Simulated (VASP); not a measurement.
BN, 2 atoms in the cell. It takes space group F-43m (No. 216, cubic). Conventional cell: a = 3.605 Å, b = 3.605 Å, c = 3.605 Å, α = 90.00°, β = 90.00°, γ = 90.00°. Within 2.1 Å of B (site symmetry -43m) lie 4 N at 1.56 Å. Within 2.1 Å of N (site symmetry -43m) lie 4 B at 1.56 Å. 

```yaml
Program: VASP 6.6.1
Task: single point
Functional: PBEsol
Potentials_or_basis: VASP PAW PBE potentials, release 64 (B, N)
Cutoff: 600 eV
k_mesh: 12 × 12 × 12
Occupations: gaussian, width 0.02 eV
Spin: no spin polarisation
Dipole_correction: no
Further_INCAR_settings: ALGO = Normal; EDIFF = 1e-06; NBANDS = 11
```

Potentials or basis: VASP PAW PBE potentials, release 64 (B, N).

Run with:

```console
$ cat potpaw_PBE.64/B/POTCAR potpaw_PBE.64/N/POTCAR > POTCAR
$ mpirun -np 1 vasp_std > vasp.out
```

Hardware: 1 thread of Intel(R) Xeon(R) 6975P-C (Granite Rapids) (shared host).

Question: Estimate the wall time of this run.

Answer: Wall time 5.5 s on 1 thread of Intel(R) Xeon(R) 6975P-C (Granite Rapids), with other jobs on the host, peak memory 0.12 GiB. Counts: scf iterations 12, k points 72.
